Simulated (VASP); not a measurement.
Crystal: Al2Pt.

```
Al Pt
1.0
     0.00000    2.95500    2.95500
     2.95500    0.00000    2.95500
     2.95500    2.95500    0.00000
Al Pt
2 1
Cartesian
  1.1672 1.1672 1.1672
  4.4325 4.4325 4.4325
  0.3103 0.3103 0.3103
```

This cell differs from its parent crystal: shortest bond scaled by 0.58.

Base run:

- Program: VASP 6.6.1
- Functional: PBE
- Potentials or basis: VASP PAW PBE potentials, release 64 (Al, Pt)
- Cutoff: 520 eV
- k mesh: 9 × 9 × 9
- Occupations: fermi-dirac, width 0.05 eV
- Spin: no spin polarisation

Its results: band gap on the k mesh zero (band 8 reaches 11.27 eV, above the bottom of band 9 at 6.78 eV); pressure 82.8 GPa; largest force 50.253 eV/Å.

Q: The run is repeated on the same cell with these changes: potentials or basis from VASP PAW PBE potentials, release 64 (Al, Pt) to VASP PAW PBE potentials, release 64 (Al, Pt_sv_GW); cutoff from 520 eV to 430 eV; further incar settings from ALGO = Normal; EDIFF = 1e-08; NBANDS = 15 to ALGO = Normal; EDIFF = 1e-08; NBANDS = 19; valence electrons from 16 to 24. What comes out?

A: Band gap on the k mesh zero (band 12 reaches 11.13 eV, above the bottom of band 13 at 6.58 eV); pressure 105.1 GPa; largest force 65.666 eV/Å.

Caveats: spin-orbit coupling is left out, which moves the levels of the heavy elements; forces of over 1 eV/Å act on the atoms, so gaps and moduli don't describe the material at rest.
